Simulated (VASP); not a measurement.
A run of VASP 6.6.1:

Contents of INCAR:

```
PREC     = Accurate       # precision mode
ENCUT    = 520            # plane-wave cutoff, eV
EDIFF    = 1E-6           # SCF threshold, eV
ISMEAR   = 0              # smearing method
SIGMA    = 0.1            # smearing width, eV
LREAL    = F              # projectors in reciprocal space
LASPH    = T              # aspherical terms in the spheres
NELM     = 60             # most SCF steps
ALGO     = Normal         # electronic algorithm
ISIF     = 2              # what is computed and relaxed
LWAVE    = F              # write WAVECAR
LCHARG   = F              # write CHGCAR
GGA      = PE             # functional
NBANDS   = 24             # bands
```

File KPOINTS:

```
regular mesh
0
Gamma
  6 6 4
```

Contents of POSCAR:

```
CaO
1.0
    3.5606175025      0.0000000000      0.0000000000
   -1.7803087512      3.0835852103      0.0000000000
    0.0000000000      0.0000000000      6.0517561842
Ca O
2 2
Direct
    0.3333333300      0.6666666700      0.2500000000
    0.6666666700      0.3333333300      0.7500000000
    0.0000000000      0.0000000000      0.0000000000
    0.0000000000      0.0000000000      0.5000000000
```

Potentials or basis: VASP PAW PBE potentials, release 64 (Ca_sv, O).

Launch:

```sh
$ cat potpaw_PBE.64/Ca_sv/POTCAR potpaw_PBE.64/O/POTCAR > POTCAR
$ mpirun -np 1 vasp_std > vasp.out
```

Hardware: 1 thread of AMD EPYC 7R13 Processor (Zen 3), on a shared host.

Task: How long does it take, and how much memory?

Result: Run time: 30 s on 1 thread of AMD EPYC 7R13 Processor (Zen 3) (shared host), peak memory 0.16 GiB. Counts: scf iterations 14, k points 21.
